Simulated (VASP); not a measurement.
# TePb: single point with PBE0

The system is TePb.

```xyz
2
Lattice="0.0000 3.2310 3.2310 3.2310 0.0000 3.2310 3.2310 3.2310 0.0000" Properties=species:S:1:pos:R:3 pbc="T T T"
Pb    0.0000    0.0000    0.0000
Te    3.2310    3.2310    3.2310
```

```yaml
Program: VASP 6.6.1
Task: single point
Functional: PBE0
Potentials_or_basis: VASP PAW PBE potentials, release 64 (Pb_d, Te)
Cutoff: 520 eV
k_mesh: 4 × 4 × 4
Occupations: fermi-dirac, width 0.05 eV
Spin: no spin polarisation
Dipole_correction: no
Grid_for_exact_exchange_PRECFOCK: Normal
Further_INCAR_settings: ALGO = Normal; EDIFF = 1e-06; NBANDS = 17
```

The pressure is 0.9 GPa. The band gap on the k mesh is 1.72 eV, direct.

Levels at points of the mesh, in eV from the valence-band top:
```tsv
k point	band 7	band 8	band 9	band 10	band 11	band 12	band 13	band 14
(0.00, 0.00, 0.00)	-5.98	-1.63	-1.63	-1.63	5.47	5.47	5.47	7.05
(0.50, 0.00, 0.00)	-9.50	-1.13	-1.13	0.00	1.72	2.30	2.30	9.84
(0.50, 0.50, 0.00)	-7.94	-5.18	-3.25	-3.25	4.36	7.00	7.00	8.33
```

Run time: 10 min on 1 thread of AMD EPYC 9R14 (Zen 4) (shared host), peak memory 0.19 GiB.

Caveat: the k points lie up to 0.42 Å⁻¹ apart; the PAW data sets were made with another functional, which shifts forces and pressure a little; spin-orbit coupling is left out, which moves the levels of the heavy elements. A k mesh can miss the band edges.
